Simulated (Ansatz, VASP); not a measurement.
**WC: VASP beside Ansatz**

INCAR

```
PREC = Accurate ; ENCUT = 520
EDIFF = 1E-7 ; ISMEAR = 0
SIGMA = 0.15 ; LREAL = F
LASPH = T ; NELM = 60
ALGO = Normal ; ISIF = 2
LWAVE = F ; LCHARG = T
GGA = PE ; LELF = T
LVHAR = T ; NBANDS = 16
```

The input KPOINTS:

```
regular mesh
0
Gamma
  24 24 22
```

File POSCAR:

```
WC
1.0
    2.9217716515      0.0000000000      0.0000000000
   -1.4608858258      2.5303284743      0.0000000000
    0.0000000000      0.0000000000      2.8470758817
W C
1 1
Direct
    0.0000000000      0.0000000000      0.0034421625
    0.6666666667      0.3333333333      0.4473143653
```

Input for Ansatz:

```yaml
crystal:
  lattice:
    - [2.9217716515, 0.0, 0.0]
    - [-1.4608858258, 2.5303284743, 0.0]
    - [0.0, 0.0, 2.8470758817]
  atoms:
    - { symbol: W, position: [0.0, 0.0, 0.0034421625] }
    - { symbol: C, position: [0.6666666667, 0.3333333333, 0.4473143653] }
basis:
  ecutwfc: 420
kpoints:
  mp_grid: { grid: [24, 24, 22] }
hamiltonian:
  xc: pbe
scf:
  occupations: { method: gaussian, width: 0.15 }
output:
  forces: true
  stress: true
  eigenvalues: true
```

Change from the starting cell: mode 4 (566.4 1/cm) frozen in, largest displacement -0.150 Å.

Alike in both runs: task single point; functional PBE; k mesh 24 × 24 × 22; occupations gaussian, width 0.15 eV; no spin polarisation.

|  | VASP | Ansatz |
| --- | --- | --- |
| version | VASP 6.6.1 | Ansatz 0.2.0 |
| potentials or method | VASP PAW PBE potentials, release 64 (W_sv, C), cutoff 520 eV | scalar-relativistic, plane waves, PAW |
| valence electrons in the cell | 18 | 18 |

|  | VASP | Ansatz | Ansatz less VASP |
| --- | --- | --- | --- |
| gap on the k mesh at the Fermi level (eV) | none | none | - |
| pressure (GPa) | 6.6 | 5.5 | -1.11 |
| traceless stress, the component that is largest in VASP (GPa) | 1.64 | 1.47 | -0.175 |
| rms of the force components (eV/Å) | 1.297 | 1.287 | -0.0097 |

Atom by atom the forces differ by 0.010 eV/Å (rms over components). A gap of «none» marks a metal or a gap that the smearing closes.

Neither program's run includes spin-orbit coupling.
